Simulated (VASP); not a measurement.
# Be5I2 (P4/mmm) in VASP: a series of runs

Runs on Be5I2. Level: PBE. Tasks: single point, relaxation of cell and atoms.

Everything below comes from runs of VASP 6.6.1. Logs are shortened: lines on timing, memory, paths and dates and some standing lists are left out, and cuts for length are marked.

### Step 1. The cell of the first run

The structure is tetragonal, space group P4/mmm (No. 123). The conventional cell has a = 4.828 Å, b = 4.828 Å, c = 6.326 Å, α = 90.00°, β = 90.00°, γ = 90.00°. Within 2.4 Å of Be (site symmetry m2m) lie 3 Be at 1.78 to 2.31 Å and 2 I at 2.07 Å. Within 2.0 Å of Be (site symmetry 4/mmm) lie 2 I at 1.53 Å. I (site symmetry 4mm) has 1 Be at 1.53 Å within 2.0 Å.

### Step 2. Single point, PBE

Contents of INCAR:

```
SYSTEM = Be5I2
PREC     = Accurate       ! precision mode
ENCUT    = 520            ! plane-wave cutoff, eV
EDIFF    = 1E-6           ! SCF threshold, eV
ISMEAR   = 0              ! smearing method
SIGMA    = 0.1            ! smearing width, eV
LREAL    = .False.        ! projectors in reciprocal space
LASPH    = .True.         ! aspherical terms in the spheres
NELM     = 80             ! most SCF steps
ALGO     = Normal         ! electronic algorithm
ISIF     = 2              ! what is computed and relaxed
LWAVE    = .False.        ! write WAVECAR
LCHARG   = .False.        ! write CHGCAR
GGA      = PE             ! functional
NBANDS   = 21             ! bands
```

Contents of KPOINTS:

```
Automatic mesh
0
Gamma
  4 4 4
  0 0 0
```

Contents of POSCAR:

```
Be5I2
1.0
    4.8283671100      0.0000000000      0.0000000000
    0.0000000000      4.8283671100      0.0000000000
    0.0000000000      0.0000000000      6.3258287900
Be I
5 2
Direct
    0.7387093600      0.0000000000      0.5000000000
    0.2612906400      0.0000000000      0.5000000000
    0.0000000000      0.7387093600      0.5000000000
    0.0000000000      0.2612906400      0.5000000000
    0.0000000000      0.0000000000      0.0000000000
    0.0000000000      0.0000000000      0.2415331100
    0.0000000000      0.0000000000      0.7584668900
```

Potentials or basis: VASP PAW PBE potentials, release 64 (Be, I).

The run is started by

```
> cat potpaw_PBE.64/Be/POTCAR potpaw_PBE.64/I/POTCAR > POTCAR
> mpirun -np 1 vasp_std > vasp.out
```

OUTCAR:

```text
SYSTEM = Be5I2
   PREC = Accurate
   ENCUT = 520
   EDIFF = 1E-6
   ISMEAR = 0
   LREAL = .False.
   LASPH = .True.
   NELM = 80
   ISIF = 2
   GGA = PE

 ion  position               nearest neighbor table
   1  0.739  0.000  0.500-   3 1.78   4 1.78   6 2.07   7 2.07   2 2.31
   2  0.261  0.000  0.500-   3 1.78   4 1.78   6 2.07   7 2.07   1 2.31
   3  0.000  0.739  0.500-   1 1.78   2 1.78   6 2.07   7 2.07   4 2.31
   4  0.000  0.261  0.500-   1 1.78   2 1.78   6 2.07   7 2.07   3 2.31
   5  0.000  0.000  0.000-   6 1.53   7 1.53
   6  0.000  0.000  0.242-   5 1.53   2 2.07   3 2.07   4 2.07   1 2.07   7 3.06   7 3.27
   7  0.000  0.000  0.758-   5 1.53   2 2.07   3 2.07   4 2.07   1 2.07   6 3.06   6 3.27

  LATTYP: Found a simple tetragonal cell.
 ALAT       =     4.8283671100
 C/A-ratio  =     1.3101383233

  Lattice vectors:

 A1 = (   4.8283671100,   0.0000000000,   0.0000000000)
 A2 = (   0.0000000000,   4.8283671100,   0.0000000000)
 A3 = (   0.0000000000,   0.0000000000,   6.3258287900)

Analysis of symmetry for initial positions (statically):
=====================================================================
 Subroutine PRICEL returns:
 Original cell was already a primitive cell.

 Routine SETGRP: Setting up the symmetry group for a
 simple tetragonal supercell.

 Subroutine GETGRP returns: Found 16 space group operations
 (whereof 16 operations were pure point group operations)
 out of a pool of 16 trial point group operations.

The static configuration has the point symmetry D_4h.

Analysis of symmetry for dynamics (positions and initial velocities):
=====================================================================
 Subroutine PRICEL returns:
 Original cell was already a primitive cell.

 Routine SETGRP: Setting up the symmetry group for a
 simple tetragonal supercell.

 Subroutine GETGRP returns: Found 16 space group operations
 (whereof 16 operations were pure point group operations)
 out of a pool of 16 trial point group operations.

The dynamic configuration has the point symmetry D_4h.

 Subroutine INISYM returns: Found 16 space group operations
 (whereof 16 operations are pure point group operations),
 and found     1 'primitive' translations

----------------------------------------------------------------------------------------

                                     Primitive cell

  volume of cell :     147.4749

  direct lattice vectors                    reciprocal lattice vectors
     4.828367110  0.000000000  0.000000000     0.207109355  0.000000000  0.000000000
     0.000000000  4.828367110  0.000000000     0.000000000  0.207109355  0.000000000
     0.000000000  0.000000000  6.325828790     0.000000000  0.000000000  0.158082053

  length of vectors
     4.828367110  4.828367110  6.325828790     0.207109355  0.207109355  0.158082053

  position of ions in fractional coordinates (direct lattice)
     0.738709360  0.000000000  0.500000000
     0.261290640  0.000000000  0.500000000
     0.000000000  0.738709360  0.500000000
     0.000000000  0.261290640  0.500000000
     0.000000000  0.000000000  0.000000000
     0.000000000  0.000000000  0.241533110
     0.000000000  0.000000000  0.758466890

  ion indices of the primitive-cell ions
   primitive index   ion index
                 1           1
                 2           2
                 3           3
                 4           4
                 5           5
                 6           6
                 7           7

----------------------------------------------------------------------------------------

 KPOINTS: Automatic mesh

Automatic generation of k-mesh.
 Grid dimensions read from file:
 generate k-points for:    4    4    4

 Generating k-lattice:

  Cartesian coordinates                     Fractional coordinates (reciprocal lattice)
     0.051777339  0.000000000  0.000000000     0.250000000  0.000000000  0.000000000
     0.000000000  0.051777339  0.000000000     0.000000000  0.250000000  0.000000000
     0.000000000  0.000000000  0.039520513     0.000000000  0.000000000  0.250000000

  Length of vectors
     0.051777339  0.051777339  0.039520513

  Shift w.r.t. Gamma in fractional coordinates (k-lattice)
     0.000000000  0.000000000  0.000000000

 Subroutine IBZKPT returns following result:
 ===========================================

 Found     18 irreducible k-points:

 Following reciprocal coordinates:
            Coordinates               Weight
  0.000000  0.000000  0.000000      1.000000
  0.250000  0.000000  0.000000      4.000000
  0.500000  0.000000  0.000000      2.000000
  0.250000  0.250000  0.000000      4.000000
  0.500000  0.250000  0.000000      4.000000
  0.500000  0.500000  0.000000      1.000000
[... 10 lines left out ...]
  0.500000  0.250000  0.500000      4.000000
  0.500000  0.500000  0.500000      1.000000
   k-points           NKPTS =     18   k-points in BZ     NKDIM =     18   number of bands    NBANDS=     21
   number of dos      NEDOS =    301   number of ions     NIONS =      7
   total plane-waves  NPLWV =  62208
   dimension x,y,z NGX =    36 NGY =   36 NGZ =   48
   dimension x,y,z NGXF=    72 NGYF=   72 NGZF=   96
   ions per type =               5   2
   NGX,Y,Z   is equivalent  to a cutoff of  12.40, 12.40, 12.61 a.u.
   NGXF,Y,Z  is equivalent  to a cutoff of  24.79, 24.79, 25.23 a.u.
 SYSTEM =  Be5I2
   PREC   = accura    normal or accurate (medium, high low for compatibility)
   ISTART =      0    job   : 0-new  1-cont  2-samecut
   ICHARG =      2    charge: 1-file 2-atom 10-const
   ISPIN  =      1    spin polarized calculation?
   LNONCOLLINEAR =      F non collinear calculations
   LSORBIT =      F    spin-orbit coupling
   LASPH  =      T    aspherical Exc in radial PAW
   ENCUT  =  520.0 eV  38.22 Ry    6.18 a.u.   8.98  8.98 11.76*2*pi/ulx,y,z
   NELM   =     80;   NELMIN=  2; NELMDL= -5     # of ELM steps
   EDIFF  = 0.1E-05   stopping-criterion for ELM
   LREAL  =      F    real-space projection
   EDIFFG = 0.1E-04   stopping-criterion for IOM
   NSW    =      0    number of steps for IOM
   IBRION =     -1    ionic relax: 0-MD 1-quasi-New 2-CG
   NFREE  =      0    steps in history (QN), initial steepest desc. (CG)
   ISIF   =      2    stress and relaxation
   ISYM   =      2    0-nonsym 1-usesym 2-fastsym
   POTIM  = 0.5000    time-step for ionic-motion
   TEBEG  =    0.0;   TEEND  =   0.0 temperature during run
   PSTRESS=    0.0 pullay stress
   NELECT =      24.0000    total number of electrons
   NUPDOWN=      -1.0000    fix difference up-down
   EMIN   =  10.00;   EMAX   =-10.00  energy-range for DOS
   EFERMI =   0.00;   METHOD = LEGACY
   ISMEAR =     0;   SIGMA  =   0.10  broadening in eV -4-tet -1-fermi 0-gaus
   EFERMI_NEDOS =   21; number of points for ismear=-14 and -15
   IALGO  =     38    algorithm
   IMIX   =      4    mixing-type and parameters
     AMIX     =   0.40;   BMIX     =  1.00
     AMIX_MAG =   1.60;   BMIX_MAG =  1.00
  volume/ion in A,a.u.               =      21.07       142.17
  Fermi-wavevector in a.u.,A,eV,Ry     =   0.893798  1.689033 10.869346  0.798874
  Thomas-Fermi vector in A             =   2.015921
   LORBIT       =      0    0 simple, 1 ext, 2 COOP (PROOUT), +10 PAW based schemes
   GGA     = PE    functional components
   LHFCALC =     F    Hartree Fock is set to
   AEXX    =    0.0000 exact exchange contribution
   IVDW    =     0    specifies the selected vdW correction
   LEPSILON=     F    determine dielectric tensor
   LRPA    =     F    only Hartree local field effects (RPA)
 non-spin polarized calculation
 Gauss-broadening in eV      SIGMA  =   0.10
  energy-cutoff  :      520.00
  volume of cell :      147.47
 maximum number of plane-waves:      4016
 NGX is ok and might be reduce to    36
   NGX = 17   NGY = 17   NGZ = 23

 number of electron      24.0000002 magnetization

 Free energy of the ion-electron system (eV)
  ---------------------------------------------------
  ext. energy  EPLUGINS =         0.00000000
  ---------------------------------------------------
  free energy    TOTEN  =         8.50522841 eV

  energy without entropy =        8.52405751  energy(sigma->0) =        8.51464296

 E-fermi :   3.9186     XC(G=0):  -7.5077

 val. band max:        3.9106996819   @ k =   0.2500   0.2500   0.0000
 cond. band min:       3.9192698377   @ k =   0.5000   0.5000   0.5000
 fundamental gap:      0.0085701558
 Fermi energy:         3.9185766304

 k-point     1 :       0.0000    0.0000    0.0000
  band No.  band energies     occupation
      1     -14.5141      2.00000
      2     -13.4016      2.00000
      3      -7.3808      2.00000
      4      -4.0677      2.00000
      5      -4.0677      2.00000
      6      -3.7389      2.00000
[... 13 lines left out ...]
     20       8.8648      0.00000
     21      10.3072      0.00000

 k-point     2 :       0.2500    0.0000    0.0000
  band No.  band energies     occupation
      1     -14.4998      2.00000
      2     -13.3862      2.00000
      3      -7.3649      2.00000
      4      -4.3492      2.00000
      5      -4.0320      2.00000
      6      -3.7222      2.00000
[... 13 lines left out ...]
     20       9.4959      0.00000
     21       9.9164      0.00000

 k-point     3 :       0.5000    0.0000    0.0000
  band No.  band energies     occupation
      1     -14.4854      2.00000
      2     -13.3706      2.00000
      3      -7.3486      2.00000
      4      -4.5947      2.00000
      5      -3.9954      2.00000
      6      -3.7023      2.00000
[... 13 lines left out ...]
     20       9.5051      0.00000
     21       9.8913      0.00000

 k-point     4 :       0.2500    0.2500    0.0000
  band No.  band energies     occupation
      1     -14.4858      2.00000
      2     -13.3709      2.00000
      3      -7.3495      2.00000
      4      -4.3189      2.00000
      5      -4.2925      2.00000
      6      -3.7054      2.00000
[... 13 lines left out ...]
     20       9.4227      0.00000
     21       9.5238      0.00000

 k-point     5 :       0.5000    0.2500    0.0000
  band No.  band energies     occupation
      1     -14.4717      2.00000
      2     -13.3554      2.00000
      3      -7.3335      2.00000
      4      -4.5460      2.00000
      5      -4.2608      2.00000
      6      -3.6856      2.00000
[... 13 lines left out ...]
     20       9.3133      0.00000
     21       9.4111      0.00000
[... 238 lines left out ...]
     20       8.9572      0.00000
     21       9.4949      0.00000

 k-point    16 :       0.2500    0.2500    0.5000
  band No.  band energies     occupation
      1     -14.4757      2.00000
      2     -13.3897      2.00000
      3      -7.0847      2.00000
      4      -4.2604      2.00000
      5      -3.6561      2.00000
      6      -3.6469      2.00000
[... 13 lines left out ...]
     20      10.0040      0.00000
     21      10.9321      0.00000

 k-point    17 :       0.5000    0.2500    0.5000
  band No.  band energies     occupation
      1     -14.4637      2.00000
      2     -13.3705      2.00000
      3      -7.0800      2.00000
      4      -4.2307      2.00000
      5      -3.8668      2.00000
      6      -3.7905      2.00000
[... 13 lines left out ...]
     20       9.7617      0.00000
     21       9.9187      0.00000

 k-point    18 :       0.5000    0.5000    0.5000
  band No.  band energies     occupation
      1     -14.4518      2.00000
      2     -13.3513      2.00000
      3      -7.0755      2.00000
      4      -4.2015      2.00000
      5      -3.8410      2.00000
      6      -3.8410      2.00000
[... 13 lines left out ...]
     20       9.8843      0.00000
     21       9.8843      0.00000

------------------------ aborting loop because EDIFF is reached ----------------------------------------

  FORCE on cell =-STRESS in cart. coord.  units (eV):
  Direction    XX          YY          ZZ          XY          YZ          ZX
  --------------------------------------------------------------------------------------
  -------------------------------------------------------------------------------------
  Total       18.2953664     18.2953664    117.3712302      0.0000000      0.0000000      0.0000000
  in kB      198.7621545    198.7621545   1275.1293430      0.0000000      0.0000000      0.0000000
  external PRESSURE =     557.5512174 kB  Pullay stress =       0.0000000 kB

 VOLUME and BASIS-vectors are now :
 -----------------------------------------------------------------------------
  energy-cutoff  :      520.00
  volume of cell :      147.47
      direct lattice vectors                 reciprocal lattice vectors
     4.828367110  0.000000000  0.000000000     0.207109355  0.000000000  0.000000000
     0.000000000  4.828367110  0.000000000     0.000000000  0.207109355  0.000000000
     0.000000000  0.000000000  6.325828790     0.000000000  0.000000000  0.158082053

 POSITION                                       TOTAL-FORCE (eV/Angst)
 -----------------------------------------------------------------------------------
      3.56676      0.00000      3.16291        -8.239464      0.000000      0.000000
      1.26161      0.00000      3.16291         8.239464     -0.000000      0.000000
      0.00000      3.56676      3.16291        -0.000000     -8.239464     -0.000000
      0.00000      1.26161      3.16291        -0.000000      8.239464      0.000000
      0.00000      0.00000      0.00000        -0.000000      0.000000      0.000000
      0.00000      0.00000      1.52790        -0.000000     -0.000000     18.705594
      0.00000      0.00000      4.79793        -0.000000      0.000000    -18.705594
 -----------------------------------------------------------------------------------
    total drift:                               -0.000000      0.000000     -0.000000

  FREE ENERGIE OF THE ION-ELECTRON SYSTEM (eV)
  ---------------------------------------------------
  free  energy   TOTEN  =         8.5052284062 eV

  energy  without entropy=        8.5240575131  energy(sigma->0) =        8.51464296
```

Wall time 40 s (1 thread of Intel Xeon Platinum 8488C (Sapphire Rapids), shared host); peak memory 0.25 GiB.

What came out:

```
Free energy            : 8.5052 eV
Pressure               : 55.8 GPa
Largest force          : 18.706 eV/Å
Band gap on the k mesh : zero (band 12 reaches 4.72 eV, above the bottom of band 13 at 3.65 eV)
```

Forces on the atoms (eV/Å):
```
Be   -8.239   0.000   0.000
Be    8.239   0.000   0.000
Be    0.000  -8.239   0.000
Be    0.000   8.239   0.000
Be    0.000   0.000   0.000
I     0.000   0.000  18.706
I     0.000   0.000 -18.706
```

Caveat: spin-orbit coupling is left out, which moves the levels of the heavy elements; forces of over 1 eV/Å act on the atoms, so gaps and moduli don't describe the material at rest.

(Part 1 of 3 ends here.)
